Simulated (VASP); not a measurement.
# ZnO (P6_3mc) in VASP: single point with PBE

Aim: the single point of ZnO with PBE.

Program: VASP 6.6.1. These are calculated values, not measurements. Logs are shortened: lines on timing, memory, paths and dates and some standing lists are left out, and cuts for length are marked.

### Step 1. The cell of the first run

The structure is hexagonal, space group P6_3mc (No. 186). The conventional cell has a = 3.249 Å, b = 3.249 Å, c = 5.204 Å, α = 90.00°, β = 90.00°, γ = 120.00°. Within 2.6 Å of Zn (site symmetry 3m) lie 4 O at 1.97 to 1.99 Å. O (site symmetry 3m) has 4 Zn at 1.97 to 1.99 Å within 2.6 Å.

### Step 2. Single point, PBE

Input file INCAR:

```
PREC = Accurate
ENCUT = 520
EDIFF = 1E-6
ISMEAR = 0
SIGMA = 0.05
LREAL = F
LASPH = T
NELM = 80
ALGO = Normal
ISIF = 2
LWAVE = F
LCHARG = T
GGA = PE
LELF = T
LVHAR = T
NBANDS = 26
```

Input file KPOINTS:

```
Automatic mesh
0
Gamma
  12 12 6
```

Input file POSCAR:

```
ZnO
1.0
    3.2493987239      0.0000000000      0.0000000000
   -1.6246993619      2.8140618419      0.0000000000
    0.0000000000      0.0000000000      5.2038000000
Zn O
2 2
Direct
    0.3333333333      0.6666666667      0.0000000000
    0.6666666667      0.3333333333      0.5000000000
    0.3333333333      0.6666666667      0.3821000000
    0.6666666667      0.3333333333      0.8821000000
```

Potentials or basis: VASP PAW PBE potentials, release 64 (Zn, O).

Started as:

```
$ cat potpaw_PBE.64/Zn/POTCAR potpaw_PBE.64/O/POTCAR > POTCAR
$ mpirun -np 1 vasp_std > vasp.out
```

OUTCAR:

```text
PREC = Accurate
   ENCUT = 520
   EDIFF = 1E-6
   ISMEAR = 0
   LREAL = F
   LASPH = T
   NELM = 80
   ISIF = 2
   GGA = PE

 ion  position               nearest neighbor table
   1  0.333  0.667  0.000-   4 1.97   4 1.97   4 1.97   3 1.99
   2  0.667  0.333  0.500-   3 1.97   3 1.97   3 1.97   4 1.99
   3  0.333  0.667  0.382-   2 1.97   2 1.97   2 1.97   1 1.99
   4  0.667  0.333  0.882-   1 1.97   1 1.97   1 1.97   2 1.99

  LATTYP: Found a hexagonal cell.
 ALAT       =     3.2493987239
 C/A-ratio  =     1.6014655148

  Lattice vectors:

 A1 = (   3.2493987239,   0.0000000000,   0.0000000000)
 A2 = (  -1.6246993619,   2.8140618419,   0.0000000000)
 A3 = (   0.0000000000,   0.0000000000,   5.2038000000)

Analysis of symmetry for initial positions (statically):
=====================================================================
 Subroutine PRICEL returns:
 Original cell was already a primitive cell.

 Routine SETGRP: Setting up the symmetry group for a
 hexagonal supercell.

 Subroutine GETGRP returns: Found 12 space group operations
 (whereof  6 operations were pure point group operations)
 out of a pool of 24 trial point group operations.

The static configuration has the point symmetry C_3v.
 The point group associated with its full space group is C_6v.

Analysis of symmetry for dynamics (positions and initial velocities):
=====================================================================
 Subroutine PRICEL returns:
 Original cell was already a primitive cell.

 Routine SETGRP: Setting up the symmetry group for a
 hexagonal supercell.

 Subroutine GETGRP returns: Found 12 space group operations
 (whereof  6 operations were pure point group operations)
 out of a pool of 24 trial point group operations.

The dynamic configuration has the point symmetry C_3v.
 The point group associated with its full space group is C_6v.

 Subroutine INISYM returns: Found 12 space group operations
 (whereof  6 operations are pure point group operations),
 and found     1 'primitive' translations

----------------------------------------------------------------------------------------

                                     Primitive cell

  volume of cell :      47.5836

  direct lattice vectors                    reciprocal lattice vectors
     3.249398724  0.000000000  0.000000000     0.307749244  0.177679109  0.000000000
    -1.624699362  2.814061842  0.000000000     0.000000000  0.355358217  0.000000000
     0.000000000  0.000000000  5.203800000     0.000000000  0.000000000  0.192167262

  length of vectors
     3.249398724  3.249398724  5.203800000     0.355358217  0.355358217  0.192167262

  position of ions in fractional coordinates (direct lattice)
     0.333333333  0.666666667  0.000000000
     0.666666667  0.333333333  0.500000000
     0.333333333  0.666666667  0.382100000
     0.666666667  0.333333333  0.882100000

  ion indices of the primitive-cell ions
   primitive index   ion index
                 1           1
                 2           2
                 3           3
                 4           4

----------------------------------------------------------------------------------------

 KPOINTS: Automatic mesh

Automatic generation of k-mesh.
 Grid dimensions read from file:
 generate k-points for:   12   12    6

 Generating k-lattice:

  Cartesian coordinates                     Fractional coordinates (reciprocal lattice)
     0.025645770  0.014806592  0.000000000     0.083333333  0.000000000  0.000000000
     0.000000000  0.029613185  0.000000000     0.000000000  0.083333333  0.000000000
     0.000000000  0.000000000  0.032027877     0.000000000  0.000000000  0.166666667

  Length of vectors
     0.029613185  0.029613185  0.032027877

  Shift w.r.t. Gamma in fractional coordinates (k-lattice)
     0.000000000  0.000000000  0.000000000

 Subroutine IBZKPT returns following result:
 ===========================================

 Found     76 irreducible k-points:

 Following reciprocal coordinates:
            Coordinates               Weight
  0.000000  0.000000  0.000000      1.000000
  0.083333  0.000000  0.000000      6.000000
  0.166667  0.000000  0.000000      6.000000
  0.250000  0.000000  0.000000      6.000000
  0.333333  0.000000  0.000000      6.000000
  0.416667  0.000000  0.000000      6.000000
[... 16 lines left out ...]
  0.250000  0.000000  0.166667     12.000000
  0.333333  0.000000  0.166667     12.000000
 [... further k-points ...]
   k-points           NKPTS =     76   k-points in BZ     NKDIM =     76   number of bands    NBANDS=     26
   number of dos      NEDOS =    301   number of ions     NIONS =      4
   total plane-waves  NPLWV =  23040
   dimension x,y,z NGX =    24 NGY =   24 NGZ =   40
   dimension x,y,z NGXF=    48 NGYF=   48 NGZF=   80
   ions per type =               2   2
   NGX,Y,Z   is equivalent  to a cutoff of  12.28, 12.28, 12.78 a.u.
   NGXF,Y,Z  is equivalent  to a cutoff of  24.56, 24.56, 25.56 a.u.
 SYSTEM =  unknown system
   PREC   = accura    normal or accurate (medium, high low for compatibility)
   ISTART =      0    job   : 0-new  1-cont  2-samecut
   ICHARG =      2    charge: 1-file 2-atom 10-const
   ISPIN  =      1    spin polarized calculation?
   LNONCOLLINEAR =      F non collinear calculations
   LSORBIT =      F    spin-orbit coupling
   LASPH  =      T    aspherical Exc in radial PAW
   ENCUT  =  520.0 eV  38.22 Ry    6.18 a.u.   6.04  6.04  9.68*2*pi/ulx,y,z
   NELM   =     80;   NELMIN=  2; NELMDL= -5     # of ELM steps
   EDIFF  = 0.1E-05   stopping-criterion for ELM
   LREAL  =      F    real-space projection
   EDIFFG = 0.1E-04   stopping-criterion for IOM
   NSW    =      0    number of steps for IOM
   IBRION =     -1    ionic relax: 0-MD 1-quasi-New 2-CG
   NFREE  =      0    steps in history (QN), initial steepest desc. (CG)
   ISIF   =      2    stress and relaxation
   ISYM   =      2    0-nonsym 1-usesym 2-fastsym
   POTIM  = 0.5000    time-step for ionic-motion
   TEBEG  =    0.0;   TEEND  =   0.0 temperature during run
   PSTRESS=    0.0 pullay stress
   NELECT =      36.0000    total number of electrons
   NUPDOWN=      -1.0000    fix difference up-down
   EMIN   =  10.00;   EMAX   =-10.00  energy-range for DOS
   EFERMI =   0.00;   METHOD = LEGACY
   ISMEAR =     0;   SIGMA  =   0.05  broadening in eV -4-tet -1-fermi 0-gaus
   EFERMI_NEDOS =   21; number of points for ismear=-14 and -15
   IALGO  =     38    algorithm
   IMIX   =      4    mixing-type and parameters
     AMIX     =   0.40;   BMIX     =  1.00
     AMIX_MAG =   1.60;   BMIX_MAG =  1.00
  volume/ion in A,a.u.               =      11.90        80.28
  Fermi-wavevector in a.u.,A,eV,Ry     =   1.491729  2.818959 30.276436  2.225255
  Thomas-Fermi vector in A             =   2.604347
   LORBIT       =      0    0 simple, 1 ext, 2 COOP (PROOUT), +10 PAW based schemes
   GGA     = PE    functional components
   LHFCALC =     F    Hartree Fock is set to
   AEXX    =    0.0000 exact exchange contribution
   IVDW    =     0    specifies the selected vdW correction
   LEPSILON=     F    determine dielectric tensor
   LRPA    =     F    only Hartree local field effects (RPA)
 non-spin polarized calculation
 Gauss-broadening in eV      SIGMA  =   0.05
  energy-cutoff  :      520.00
  volume of cell :       47.58
 maximum number of plane-waves:      1302
   NGX = 13   NGY = 13   NGZ = 19

 number of electron      36.0000016 magnetization

 Free energy of the ion-electron system (eV)
  ---------------------------------------------------
  ext. energy  EPLUGINS =         0.00000000
  ---------------------------------------------------
  free energy    TOTEN  =       -17.82238728 eV

  energy without entropy =      -17.82238728  energy(sigma->0) =      -17.82238728

 E-fermi :   1.4131     XC(G=0): -10.9130

 val. band max:        1.2078459330   @ k =   0.0000   0.0000   0.0000
 cond. band min:       1.9976357992   @ k =   0.0000   0.0000   0.0000
 fundamental gap:      0.7897898662
 Fermi energy:         1.4130842321

 k-point     1 :       0.0000    0.0000    0.0000
  band No.  band energies     occupation
      1     -16.8870      2.00000
      2     -16.1575      2.00000
      3      -4.5001      2.00000
      4      -4.5001      2.00000
      5      -4.4130      2.00000
      6      -4.4041      2.00000
[... 18 lines left out ...]
     25      15.3183      0.00000
     26      15.3183      0.00000

 k-point     2 :       0.0833    0.0000    0.0000
  band No.  band energies     occupation
      1     -16.8487      2.00000
      2     -16.1406      2.00000
      3      -4.5449      2.00000
      4      -4.4767      2.00000
      5      -4.3890      2.00000
      6      -4.3567      2.00000
[... 18 lines left out ...]
     25      15.4182      0.00000
     26      15.4241      0.00000

 k-point     3 :       0.1667    0.0000    0.0000
  band No.  band energies     occupation
      1     -16.7410      2.00000
      2     -16.0958      2.00000
      3      -4.6494      2.00000
      4      -4.4149      2.00000
      5      -4.3754      2.00000
      6      -4.3022      2.00000
[... 18 lines left out ...]
     25      15.2827      0.00000
     26      15.5371      0.00000

 k-point     4 :       0.2500    0.0000    0.0000
  band No.  band energies     occupation
      1     -16.5845      2.00000
      2     -16.0393      2.00000
      3      -4.7537      2.00000
      4      -4.4073      2.00000
      5      -4.3381      2.00000
      6      -4.1999      2.00000
[... 18 lines left out ...]
     25      14.5599      0.00000
     26      15.4136      0.00000
[... 496 lines left out ...]
      1     -16.6991      2.00000
      2     -16.1402      2.00000
      3      -4.6780      2.00000
      4      -4.4910      2.00000
      5      -4.4060      2.00000
      6      -4.3323      2.00000
[... 18 lines left out ...]
     25      14.4621      0.00000
     26      15.3174      0.00000

 k-point    23 :       0.2500    0.0000    0.1667
  band No.  band energies     occupation
      1     -16.5481      2.00000
      2     -16.0758      2.00000
      3      -4.7833      2.00000
      4      -4.5130      2.00000
      5      -4.3249      2.00000
      6      -4.2254      2.00000
[... 18 lines left out ...]
     25      14.5583      0.00000
     26      15.2741      0.00000

 k-point    24 :       0.3333    0.0000    0.1667
  band No.  band energies     occupation
      1     -16.3829      2.00000
      2     -16.0203      2.00000
      3      -4.8336      2.00000
      4      -4.5488      2.00000
      5      -4.2550      2.00000
      6      -4.0976      2.00000
[... 18 lines left out ...]
     25      14.6611      0.00000
     26      15.2225      0.00000

 [... further k-points ...]

------------------------ aborting loop because EDIFF is reached ----------------------------------------

  FORCE on cell =-STRESS in cart. coord.  units (eV):
  Direction    XX          YY          ZZ          XY          YZ          ZX
  --------------------------------------------------------------------------------------
  -------------------------------------------------------------------------------------
  Total        1.7698246      1.7698246      1.8473486      0.0000000     -0.0000000      0.0000000
  in kB       59.5913978     59.5913978     62.2016922      0.0000000     -0.0000000      0.0000000
  external PRESSURE =      60.4614959 kB  Pullay stress =       0.0000000 kB

 VOLUME and BASIS-vectors are now :
 -----------------------------------------------------------------------------
  energy-cutoff  :      520.00
  volume of cell :       47.58
      direct lattice vectors                 reciprocal lattice vectors
     3.249398724  0.000000000  0.000000000     0.307749244  0.177679109  0.000000000
    -1.624699362  2.814061842  0.000000000     0.000000000  0.355358217  0.000000000
     0.000000000  0.000000000  5.203800000     0.000000000  0.000000000  0.192167262

 POSITION                                       TOTAL-FORCE (eV/Angst)
 -----------------------------------------------------------------------------------
     -0.00000      1.87604      0.00000         0.000000     -0.000000      0.032757
      1.62470      0.93802      2.60190        -0.000000     -0.000000      0.032757
     -0.00000      1.87604      1.98837        -0.000000      0.000000     -0.032757
      1.62470      0.93802      4.59027         0.000000     -0.000000     -0.032757
 -----------------------------------------------------------------------------------
    total drift:                               -0.000000     -0.000000     -0.000084

  FREE ENERGIE OF THE ION-ELECTRON SYSTEM (eV)
  ---------------------------------------------------
  free  energy   TOTEN  =       -17.8223872796 eV

  energy  without entropy=      -17.8223872796  energy(sigma->0) =      -17.82238728
```

Wall time 37 s (1 thread of Intel Xeon Platinum 8559C (Emerald Rapids), shared host); peak memory 0.21 GiB.

Results:

| Property | Result |
| --- | --- |
| Free energy | -17.8224 eV |
| Pressure | 6.0 GPa |
| Largest force | 0.033 eV/Å |
| Band gap on the k mesh | 0.79 eV |

Forces on the atoms (eV/Å):
```
Zn   0.000  0.000  0.033
Zn   0.000  0.000  0.033
O    0.000  0.000 -0.033
O    0.000  0.000 -0.033
```

Stress tensor (GPa, compression positive):
```
5.96 0.00 0.00
0.00 5.96 0.00
0.00 0.00 6.22
```

Caveat: the cell stands under pressure.
